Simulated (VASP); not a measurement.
Crystal: Mg2Zn3O.

```xyz
6
Lattice="2.9000 0.0000 0.0000 -1.4500 2.5115 0.0000 0.0000 0.0000 11.4000" Properties=species:S:1:pos:R:3 pbc="T T T"
Mg    1.4500    0.8372   10.2030
Mg    0.0000    1.6743    1.1970
Zn    0.0000    1.6743    7.8660
Zn    0.0000    0.0000    5.7000
Zn    1.4500    0.8372    3.5340
O     0.0000    0.0000    0.0000
```

* Program: VASP 6.6.1
* Task: relaxation of cell and atoms
* Functional: PBE
* Potentials or basis: VASP PAW PBE potentials, release 64 (Mg, Zn, O)
* Cutoff: 600 eV
* k mesh: 6 × 6 × 2
* Occupations: gaussian, width 0.2 eV
* Spin: no spin polarisation

At the start: pressure 5.8 GPa; volume 13.84 Å³/atom.

Question: How do energy, volume and symmetry change on relaxing?

Answer: Over 8 steps the energy falls by 46.7 meV/atom and the volume is 14.71 Å³/atom (+6.3 %); space group P-3m1 (No. 164, to 0.05 Å).

Step by step:
| step | energy change (eV) | largest force (eV/Å) | pressure (GPa) | volume (Å³) |
| --- | --- | --- | --- | --- |
| 1 | 0.0000 | 1.1425 | 5.82 | 83.03 |
| 2 | -0.2134 | 0.2934 | -0.80 | 89.19 |
| 3 | -0.2140 | 0.3060 | -1.14 | 89.60 |
| 4 | -0.2509 | 0.2975 | -0.50 | 88.93 |
| 5 | -0.2609 | 0.2676 | 0.12 | 88.40 |
| 6 | -0.2712 | 0.1933 | 0.02 | 88.41 |
| 7 | -0.2784 | 0.0949 | -0.09 | 88.42 |
| 8 | -0.2802 | 0.0090 | 0.09 | 88.25 |

Final structure:
```cif
data_structure
_symmetry_space_group_name_H-M 'P 1'
_symmetry_Int_Tables_number 1
_cell_length_a 3.0325
_cell_length_b 3.0325
_cell_length_c 11.0808
_cell_angle_alpha 90.000
_cell_angle_beta 90.000
_cell_angle_gamma 120.000
_cell_volume 88.25
loop_
_atom_site_label
_atom_site_type_symbol
_atom_site_fract_x
_atom_site_fract_y
_atom_site_fract_z
_atom_site_occupancy
Mg1 Mg 0.66667 0.33333 0.88753 1
Mg2 Mg 0.33333 0.66667 0.11247 1
Zn1 Zn 0.33333 0.66667 0.68178 1
Zn2 Zn 0.00000 0.00000 0.50000 1
Zn3 Zn 0.66667 0.33333 0.31822 1
O1 O 0.00000 0.00000 0.00000 1
```

Caveat: the k points lie up to 0.40 Å⁻¹ apart in the final cell; the relaxation stopped at a loose force limit of 0.08 eV/Å, so its end isn't a converged minimum.
